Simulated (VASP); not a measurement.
A run of VASP 6.6.1 is set up as follows.

File INCAR:

```
PREC = Accurate ; ENCUT = 520
EDIFF = 1E-7 ; ISMEAR = 0
SIGMA = 0.15 ; LREAL = False
LASPH = True ; NELM = 80
ALGO = Fast ; ISIF = 2
LWAVE = False ; LCHARG = False
GGA = PS ; NBANDS = 36
```

Contents of KPOINTS:

```
Automatic mesh
0
Gamma
  23 23 7
```

The input POSCAR:

```
W
1.0
   -1.5771801388      1.5771801388     -1.5771801388
   -1.5771801388     -1.5771801388      1.5771801388
    0.0000000000      7.0158273362      7.0158273362
W
4
Direct
    0.0000000000      0.0000000000      0.7868110518
    0.5000000000      0.5000000000      0.1124015788
    0.0000000000      0.0000000000      0.3372047365
    0.5000000000      0.5000000000      0.5620078941
```

Potentials or basis: VASP PAW PBE potentials, release 64 (W_sv).

The run is started by

```bash
$ cat potpaw_PBE.64/W_sv/POTCAR > POTCAR
$ mpirun -np 1 vasp_std > vasp.out
```

Task: Estimate the pressure.

Result: -11.9 GPa.

Task: What does it give for the band gap on the k mesh?

Result: Zero (bands 28 and 29 overlap by 2.25 eV).

Task: Estimate the largest force.

Result: 1.371 eV/Å.

Forces on the atoms (eV/Å):
```
W    0.000  0.969  0.969
W    0.000 -0.969 -0.969
W    0.000 -0.287 -0.287
W    0.000  0.287  0.287
```

Caveat: the cell differs from its parent crystal (the distance across one plane changed); the cell stands under tension; the PAW data sets were made with another functional, which shifts forces and pressure a little; spin-orbit coupling is left out, which moves the levels of the heavy elements.
